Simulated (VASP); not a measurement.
Write the native input for VASP 6.6.1 that does the following.

```yaml
Task: single point
Functional: LDA
Potentials_or_basis: VASP PAW LDA potentials, release 64 (Si, O)
Cutoff: 520 eV
k_mesh: 6 × 6 × 8
Occupations: gaussian, width 0.05 eV
Spin: no spin polarisation
Dipole_correction: no
Further_INCAR_settings: ALGO = Normal; EDIFF = 1e-06; NBANDS = 25
```

The structure of SiO2 lies in POSCAR:

```
SiO2
1.0
    4.1302000000      0.0000000000      0.0000000000
    0.0000000000      4.1302000000      0.0000000000
    0.0000000000      0.0000000000      2.4697000000
Si O
2 4
Direct
    0.5000000000      0.5000000000      0.5000000000
    0.0000000000      0.0000000000      0.0000000000
    0.6944252994      0.6944252994      0.0000000000
    0.1944252994      0.8055747006      0.5000000000
    0.3055747006      0.3055747006      0.0000000000
    0.8055747006      0.1944252994      0.5000000000
```

These files were run (other wordings do the same):

INCAR

```
SYSTEM = SiO2
ALGO = Normal ; EDIFF = 1E-6
ENCUT = 520 ; ISIF = 2
ISMEAR = 0 ; LASPH = .TRUE.
LCHARG = .TRUE. ; LELF = .TRUE.
LREAL = .FALSE. ; LVHAR = .TRUE.
LWAVE = .FALSE. ; NBANDS = 25
NELM = 60 ; PREC = Accurate
SIGMA = 0.05
```

KPOINTS

```
k-points
0
G
  6 6 8
  0 0 0
```

Potentials or basis: VASP PAW LDA potentials, release 64 (Si, O).

Launch:

```console
$ cat potpaw_LDA.64/Si/POTCAR potpaw_LDA.64/O/POTCAR > POTCAR
$ mpirun -np 1 vasp_std > vasp.out
```

It gave:

```yaml
Pressure: 41.5 GPa
Largest_force: 0.564 eV/Å
Band_gap_on_the_k_mesh: 7.62 eV, direct
```

Run time: 15 s on 1 thread of Intel(R) Xeon(R) Platinum 8559C (Emerald Rapids), on a shared host, peak memory 0.15 GiB.
